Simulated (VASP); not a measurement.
# Sn (Fd-3m) in VASP: notebook

Sn is run at these levels: PBE; tasks: single point.

Everything below comes from runs of VASP 6.6.1. Logs are shortened: lines on timing, memory, paths and dates and some standing lists are left out, and cuts for length are marked.

## (1) The cell of the first run

Symmetry: Fd-3m, No. 227, cubic system. Conventional cell: a = 6.592 Å, b = 6.592 Å, c = 6.592 Å, α = 90.00°, β = 90.00°, γ = 90.00°. Within 3.8 Å of Sn (site symmetry -43m) lie 4 Sn at 2.85 Å.

This isn't the form of Sn at room conditions, which is tetragonal (white tin).

## (2) Single point, PBE (equal strain along all axes, cell held: -1.0 %)

Contents of INCAR:

```
SYSTEM = Sn
PREC     = Accurate       ! precision mode
ENCUT    = 520            ! plane-wave cutoff, eV
EDIFF    = 1E-6           ! SCF threshold, eV
ISMEAR   = 0              ! smearing method
SIGMA    = 0.1            ! smearing width, eV
LREAL    = .False.        ! projectors in reciprocal space
LASPH    = .True.         ! aspherical terms in the spheres
NELM     = 60             ! most SCF steps
ALGO     = Fast           ! electronic algorithm
ISIF     = 2              ! what is computed and relaxed
LWAVE    = .False.        ! write WAVECAR
LCHARG   = .False.        ! write CHGCAR
GGA      = PE             ! functional
NBANDS   = 36             ! bands
```

Contents of KPOINTS:

```
regular mesh
0
Gamma
  12 12 8
  0 0 0
```

Contents of POSCAR:

```
Sn
1.0
    3.2958148325      3.2958148325      0.0000000000
   -3.2958148325      3.2958148325      0.0000000000
    0.0000000000      0.0000000000      6.5916296650
Sn
4
Direct
    0.0000000000      0.0000000000      0.5000000000
    0.0000000000      0.5000000000      0.2500000000
    0.5000000000      0.5000000000      0.0000000000
    0.5000000000      0.0000000000      0.7500000000
```

Potentials or basis: VASP PAW PBE potentials, release 64 (Sn_d).

Launch:

```bash
> cat potpaw_PBE.64/Sn_d/POTCAR > POTCAR
> mpirun -np 1 vasp_std > vasp.out
```

OUTCAR:

```text
SYSTEM = Sn
   PREC = Accurate
   ENCUT = 520
   EDIFF = 1E-6
   ISMEAR = 0
   LREAL = .False.
   LASPH = .True.
   NELM = 60
   ISIF = 2
   GGA = PE

 ion  position               nearest neighbor table
   1  0.000  0.000  0.500-   2 2.85   4 2.85   2 2.85   4 2.85
   2  0.000  0.500  0.250-   1 2.85   3 2.85   1 2.85   3 2.85
   3  0.500  0.500  0.000-   2 2.85   4 2.85   4 2.85   2 2.85
   4  0.500  0.000  0.750-   1 2.85   3 2.85   3 2.85   1 2.85

  LATTYP: Found a simple tetragonal cell.
 ALAT       =     4.6609860352
 C/A-ratio  =     1.4142135624

  Lattice vectors:

 A1 = (   3.2958148325,   3.2958148325,   0.0000000000)
 A2 = (  -3.2958148325,   3.2958148325,   0.0000000000)
 A3 = (   0.0000000000,   0.0000000000,   6.5916296650)

Analysis of symmetry for initial positions (statically):
=====================================================================
 Subroutine PRICEL returns following result:

  LATTYP: Found a face centered cubic cell.
 ALAT       =     6.5916296650

  Lattice vectors:

 A1 = (   0.0000000000,  -3.2958148325,  -3.2958148325)
 A2 = (   3.2958148325,   0.0000000000,  -3.2958148325)
 A3 = (   3.2958148325,  -3.2958148325,  -0.0000000000)

   2 primitive cells build up your supercell.

 Routine SETGRP: Setting up the symmetry group for a
 simple tetragonal supercell.

 Subroutine GETGRP returns: Found 16 space group operations
 (whereof  8 operations were pure point group operations)
 out of a pool of 16 trial point group operations.

The static configuration has the point symmetry D_2d.
 The point group associated with its full space group is D_4h.

Analysis of symmetry for dynamics (positions and initial velocities):
=====================================================================
 Subroutine PRICEL returns following result:

  LATTYP: Found a face centered cubic cell.
 ALAT       =     6.5916296650

  Lattice vectors:

 A1 = (   0.0000000000,  -3.2958148325,  -3.2958148325)
 A2 = (   3.2958148325,   0.0000000000,  -3.2958148325)
 A3 = (   3.2958148325,  -3.2958148325,  -0.0000000000)

   2 primitive cells build up your supercell.

 Routine SETGRP: Setting up the symmetry group for a
 simple tetragonal supercell.

 Subroutine GETGRP returns: Found 16 space group operations
 (whereof  8 operations were pure point group operations)
 out of a pool of 16 trial point group operations.

The dynamic configuration has the point symmetry D_2d.
 The point group associated with its full space group is D_4h.

 Subroutine INISYM returns: Found 16 space group operations
 (whereof  8 operations are pure point group operations),
 and found     2 'primitive' translations

----------------------------------------------------------------------------------------

                                     Primitive cell

  volume of cell :      71.6009

  direct lattice vectors                    reciprocal lattice vectors
     0.000000000 -3.295814833 -3.295814833    -0.151707552 -0.151707552 -0.151707552
     3.295814833  0.000000000 -3.295814833     0.151707552  0.151707552 -0.151707552
     3.295814833 -3.295814833 -0.000000000     0.151707552 -0.151707552  0.151707552

  length of vectors
     4.660986035  4.660986035  4.660986035     0.262765188  0.262765188  0.262765188

  position of ions in fractional coordinates (direct lattice)
     0.500000000  0.500000000  0.500000000
     0.750000000  0.750000000  0.750000000

  ion indices of the primitive-cell ions
   primitive index   ion index
                 1           1
                 2           2

----------------------------------------------------------------------------------------

 KPOINTS: regular mesh

Automatic generation of k-mesh.
 Grid dimensions read from file:
 generate k-points for:   12   12    8

 Generating k-lattice:

  Cartesian coordinates                     Fractional coordinates (reciprocal lattice)
     0.012642296  0.012642296  0.000000000     0.083333333  0.000000000  0.000000000
    -0.012642296  0.012642296  0.000000000     0.000000000  0.083333333  0.000000000
     0.000000000  0.000000000  0.018963444     0.000000000  0.000000000  0.125000000

  Length of vectors
     0.017878906  0.017878906  0.018963444

  Shift w.r.t. Gamma in fractional coordinates (k-lattice)
     0.000000000  0.000000000  0.000000000

 Subroutine IBZKPT returns following result:
 ===========================================

 Found    140 irreducible k-points:

 Following reciprocal coordinates:
            Coordinates               Weight
  0.000000  0.000000  0.000000      1.000000
  0.083333  0.000000  0.000000      4.000000
  0.166667  0.000000  0.000000      4.000000
  0.250000  0.000000  0.000000      4.000000
  0.333333  0.000000  0.000000      4.000000
  0.416667  0.000000  0.000000      4.000000
[... 16 lines left out ...]
  0.333333  0.333333  0.000000      4.000000
  0.416667  0.333333  0.000000      8.000000
 [... further k-points ...]
   k-points           NKPTS =    140   k-points in BZ     NKDIM =    140   number of bands    NBANDS=     36
   number of dos      NEDOS =    301   number of ions     NIONS =      4
   total plane-waves  NPLWV =  64800
   dimension x,y,z NGX =    36 NGY =   36 NGZ =   50
   dimension x,y,z NGXF=    72 NGYF=   72 NGZF=  100
   ions per type =               4
   NGX,Y,Z   is equivalent  to a cutoff of  12.84, 12.84, 12.61 a.u.
   NGXF,Y,Z  is equivalent  to a cutoff of  25.68, 25.68, 25.22 a.u.
 SYSTEM =  Sn
   PREC   = accura    normal or accurate (medium, high low for compatibility)
   ISTART =      0    job   : 0-new  1-cont  2-samecut
   ICHARG =      2    charge: 1-file 2-atom 10-const
   ISPIN  =      1    spin polarized calculation?
   LNONCOLLINEAR =      F non collinear calculations
   LSORBIT =      F    spin-orbit coupling
   LASPH  =      T    aspherical Exc in radial PAW
   ENCUT  =  520.0 eV  38.22 Ry    6.18 a.u.   8.67  8.67 12.26*2*pi/ulx,y,z
   NELM   =     60;   NELMIN=  2; NELMDL= -5     # of ELM steps
   EDIFF  = 0.1E-05   stopping-criterion for ELM
   LREAL  =      F    real-space projection
   EDIFFG = 0.1E-04   stopping-criterion for IOM
   NSW    =      0    number of steps for IOM
   IBRION =     -1    ionic relax: 0-MD 1-quasi-New 2-CG
   NFREE  =      0    steps in history (QN), initial steepest desc. (CG)
   ISIF   =      2    stress and relaxation
   ISYM   =      2    0-nonsym 1-usesym 2-fastsym
   POTIM  = 0.5000    time-step for ionic-motion
   TEBEG  =    0.0;   TEEND  =   0.0 temperature during run
   PSTRESS=    0.0 pullay stress
   NELECT =      56.0000    total number of electrons
   NUPDOWN=      -1.0000    fix difference up-down
   EMIN   =  10.00;   EMAX   =-10.00  energy-range for DOS
   EFERMI =   0.00;   METHOD = LEGACY
   ISMEAR =     0;   SIGMA  =   0.10  broadening in eV -4-tet -1-fermi 0-gaus
   EFERMI_NEDOS =   21; number of points for ismear=-14 and -15
   IALGO  =     68    algorithm
   IMIX   =      4    mixing-type and parameters
     AMIX     =   0.40;   BMIX     =  1.00
     AMIX_MAG =   1.60;   BMIX_MAG =  1.00
  volume/ion in A,a.u.               =      35.80       241.59
  Fermi-wavevector in a.u.,A,eV,Ry     =   1.197167  2.262317 19.499987  1.433209
  Thomas-Fermi vector in A             =   2.333089
   LORBIT       =      0    0 simple, 1 ext, 2 COOP (PROOUT), +10 PAW based schemes
   GGA     = PE    functional components
   LHFCALC =     F    Hartree Fock is set to
   AEXX    =    0.0000 exact exchange contribution
   IVDW    =     0    specifies the selected vdW correction
   LEPSILON=     F    determine dielectric tensor
   LRPA    =     F    only Hartree local field effects (RPA)
 non-spin polarized calculation
 RMM-DIIS sequential band-by-band and
 Gauss-broadening in eV      SIGMA  =   0.10
  energy-cutoff  :      520.00
  volume of cell :      143.20
 maximum number of plane-waves:      3928
 NGX is ok and might be reduce to    36
   NGX = 17   NGY = 17   NGZ = 25

 number of electron      55.9999955 magnetization

 Free energy of the ion-electron system (eV)
  ---------------------------------------------------
  ext. energy  EPLUGINS =         0.00000000
  ---------------------------------------------------
  free energy    TOTEN  =       -15.37306949 eV

  energy without entropy =      -15.37159929  energy(sigma->0) =      -15.37233439

 E-fermi :   5.1653     XC(G=0):  -8.6721

 val. band max:        5.1034136731   @ k =   0.1667   0.0000   0.0000
 cond. band min:       5.1851508525   @ k =   0.4167   0.0000   0.3750
 fundamental gap:      0.0817371794
 Fermi energy:         5.1652636360

 k-point     1 :       0.0000    0.0000    0.0000
  band No.  band energies     occupation
      1     -16.4863      2.00000
      2     -16.4863      2.00000
      3     -16.4406      2.00000
      4     -16.4406      2.00000
      5     -16.4406      2.00000
      6     -16.3873      2.00000
[... 28 lines left out ...]
     35      10.1445      0.00000
     36      12.5954      0.00000

 k-point     2 :       0.0833    0.0000    0.0000
  band No.  band energies     occupation
      1     -16.4907      2.00000
      2     -16.4864      2.00000
      3     -16.4448      2.00000
      4     -16.4424      2.00000
      5     -16.4404      2.00000
      6     -16.3838      2.00000
[... 28 lines left out ...]
     35      10.3825      0.00000
     36      12.1929      0.00000

 k-point     3 :       0.1667    0.0000    0.0000
  band No.  band energies     occupation
      1     -16.4991      2.00000
      2     -16.4866      2.00000
      3     -16.4538      2.00000
      4     -16.4479      2.00000
      5     -16.4381      2.00000
      6     -16.3752      2.00000
[... 28 lines left out ...]
     35      10.9837      0.00000
     36      11.4819      0.00000
[... 742 lines left out ...]
 k-point    23 :       0.3333    0.3333    0.0000
  band No.  band energies     occupation
      1     -16.4980      2.00000
      2     -16.4980      2.00000
      3     -16.4761      2.00000
      4     -16.4761      2.00000
      5     -16.4264      2.00000
      6     -16.3304      2.00000
[... 28 lines left out ...]
     35      10.9675      0.00000
     36      10.9683      0.00000

 k-point    24 :       0.4167    0.3333    0.0000
  band No.  band energies     occupation
      1     -16.4943      2.00000
      2     -16.4934      2.00000
      3     -16.4817      2.00000
      4     -16.4817      2.00000
      5     -16.4112      2.00000
      6     -16.3605      2.00000
[... 28 lines left out ...]
     35      11.5079      0.00000
     36      11.5612      0.00000

 [... further k-points ...]

------------------------ aborting loop because EDIFF is reached ----------------------------------------

  FORCE on cell =-STRESS in cart. coord.  units (eV):
  Direction    XX          YY          ZZ          XY          YZ          ZX
  --------------------------------------------------------------------------------------
  -------------------------------------------------------------------------------------
  Total        0.9405790      0.9405790      0.9410634      0.0000000     -0.0000000     -0.0000000
  in kB       10.5234332     10.5234332     10.5288526      0.0000000     -0.0000000     -0.0000000
  external PRESSURE =      10.5252397 kB  Pullay stress =       0.0000000 kB

 VOLUME and BASIS-vectors are now :
 -----------------------------------------------------------------------------
  energy-cutoff  :      520.00
  volume of cell :      143.20
      direct lattice vectors                 reciprocal lattice vectors
     3.295814833  3.295814833  0.000000000     0.151707552  0.151707552  0.000000000
    -3.295814833  3.295814833  0.000000000    -0.151707552  0.151707552  0.000000000
     0.000000000  0.000000000  6.591629665     0.000000000  0.000000000  0.151707552

 POSITION                                       TOTAL-FORCE (eV/Angst)
 -----------------------------------------------------------------------------------
      0.00000      0.00000      3.29581        -0.000000     -0.000000     -0.000000
     -1.64791      1.64791      1.64791         0.000000      0.000000      0.000000
      0.00000      3.29581      0.00000        -0.000000     -0.000000      0.000000
      1.64791      1.64791      4.94372         0.000000      0.000000     -0.000000
 -----------------------------------------------------------------------------------
    total drift:                               -0.000000      0.000000      0.000000

  FREE ENERGIE OF THE ION-ELECTRON SYSTEM (eV)
  ---------------------------------------------------
  free  energy   TOTEN  =       -15.3730694897 eV

  energy  without entropy=      -15.3715992931  energy(sigma->0) =      -15.37233439
```

Wall time 12 min (1 thread of Oxide Virtual Turin-like, shared host); peak memory 0.56 GiB.

Results:

- Free energy: -15.3731 eV
- Pressure: 1.1 GPa
- Band gap on the k mesh: zero (bands 28 and 29 overlap by 0.18 eV)

Caveat: the cell differs from its parent crystal (equal strain along all axes, cell held: -1.0 %); spin-orbit coupling is left out, which moves the levels of the heavy elements.

(Part 1 of 2 ends here.)

The gap in the log of VASP goes by the Fermi energy; the results here count the filled bands.